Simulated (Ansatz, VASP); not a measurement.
Two plane-wave programs on B2Sb2As

Contents of POSCAR:

```
B2Sb2As
1.0
    0.0000000000      3.5645700000      0.0000000000
    4.8394960000     -1.7822850000      0.0000000000
   -0.0424620000      1.7822850000    -10.1711710000
Sb As B
4 2 4
Direct
    0.9548000000      0.7341000000      0.8245000000
    0.0452000000      0.2659000000      0.1755000000
    0.8119000000      0.2259000000      0.6021000000
    0.1881000000      0.7741000000      0.3979000000
    0.3942000000      0.7728000000      0.9844000000
    0.6058000000      0.2272000000      0.0156000000
    0.2114000000      0.1852000000      0.7624000000
    0.7886000000      0.8148000000      0.2376000000
    0.5937000000      0.7790000000      0.5916000000
    0.4063000000      0.2210000000      0.4084000000
```

INCAR.step1

```
SYSTEM = B2Sb2As
PREC = Accurate
ENCUT = 520
ISMEAR = -1
SIGMA = 0.1
LREAL = .False.
LASPH = .True.
NELM = 80
NBANDS = 32
GGA = PE
ALGO = Normal
EDIFF = 1E-4
LWAVE = .True.
LCHARG = .False.
```

INCAR.step2

```
SYSTEM = B2Sb2As
PREC = Accurate
ENCUT = 520
EDIFF = 1E-6
ISMEAR = -1
SIGMA = 0.1
LREAL = .False.
LASPH = .True.
NELM = 80
ALGO = Normal
ISIF = 2
LWAVE = .False.
LCHARG = .True.
METAGGA = R2SCAN
LMIXTAU = .True.
LELF = .True.
LVHAR = .True.
NBANDS = 32
ISTART = 1
```

The input KPOINTS:

```
Automatic mesh
0
Gamma
  5 5 5
  0 0 0
```

Input for Ansatz:

```yaml
crystal:
  lattice:
    - [0.0, 3.56457, 0.0]
    - [4.839496, -1.782285, 0.0]
    - [-0.042462, 1.782285, -10.171171]
  atoms:
    - { symbol: Sb, position: [0.9548, 0.7341, 0.8245] }
    - { symbol: Sb, position: [0.0452, 0.2659, 0.1755] }
    - { symbol: Sb, position: [0.8119, 0.2259, 0.6021] }
    - { symbol: Sb, position: [0.1881, 0.7741, 0.3979] }
    - { symbol: As, position: [0.3942, 0.7728, 0.9844] }
    - { symbol: As, position: [0.6058, 0.2272, 0.0156] }
    - { symbol: B, position: [0.2114, 0.1852, 0.7624] }
    - { symbol: B, position: [0.7886, 0.8148, 0.2376] }
    - { symbol: B, position: [0.5937, 0.779, 0.5916] }
    - { symbol: B, position: [0.4063, 0.221, 0.4084] }
  symmetry: { tolerance: 0.0003 }
kpoints:
  mp_grid: { grid: [5, 5, 5], shift: [0, 0, 0] }
  band_path:
    path:
      - [0.0, 0.0, 0.0]
      - [0.58289912, -0.29144956, 0.29144956]
      - [0.41710088, -0.70855044, 0.70855044]
      - [0.0, -0.5, 0.5]
      - [0.0, 0.0, 0.0]
      - [0.0, -0.5, 0.0]
      - [0.4475367, -0.72376835, 0.22376835]
      - [0.5524633, -0.27623165, -0.22376835]
      - [0.0, 0.0, -0.5]
      - [0.0, 0.0, 0.0]
      - [0.5, -0.5, 0.0]
    npoints: 6
magnetization:
  spin_polarized: false
scf:
  occupations: { method: fermi_dirac }
  lower_state_search: "off"
  max_iter: 200
hamiltonian:
  pseudopotentials: { kind: paw }
  xc: r2scan
basis:
  ecutwfc: 500
  fft_grid_basis: typed
output:
  forces: true
  stress: true
  eigenvalues: true
  bader: true
  populations: true
  elf: true
  write_potential: true
  volumetric_format: npy
  dos:
    e_range: [-12, 8]
    de: 0.05
    projected: { site_lists: { As: [As], B: [B], Sb: [Sb] } }
checkpoint:
  read: saved_state
```

Alike in both runs: task single point; functional r2SCAN; k mesh 5 × 5 × 5; no spin polarisation.

|  | VASP | Ansatz |
| --- | --- | --- |
| version | VASP 6.6.1 | Ansatz 0.2.0 |
| potentials or method | VASP PAW PBE potentials, release 64 (Sb, As, B), cutoff 520 eV | PAW plane waves |
| occupations | fermi-dirac, width 0.1 eV | fermi-dirac |
| valence electrons in the cell | 42 | 102 |

|  | VASP | Ansatz | Ansatz less VASP |
| --- | --- | --- | --- |
| pressure (GPa) | 14.5 | 14.0 | -0.54 |
| traceless stress, the component that is largest in VASP (GPa) | -6.13 | -6.03 | +0.093 |
| rms of the force components (eV/Å) | 1.570 | 1.510 | -0.0599 |

VASP's potentials were made for PBE, not for r2SCAN. Atom by atom the forces differ by 0.070 eV/Å (rms over components). VASP's potentials hold 42 valence electrons a cell and Ansatz's 102, so a difference there can come from the potentials and not from the codes.

The k mesh is coarse, so the values compare programs but aren't converged. Spin-orbit coupling is off throughout.
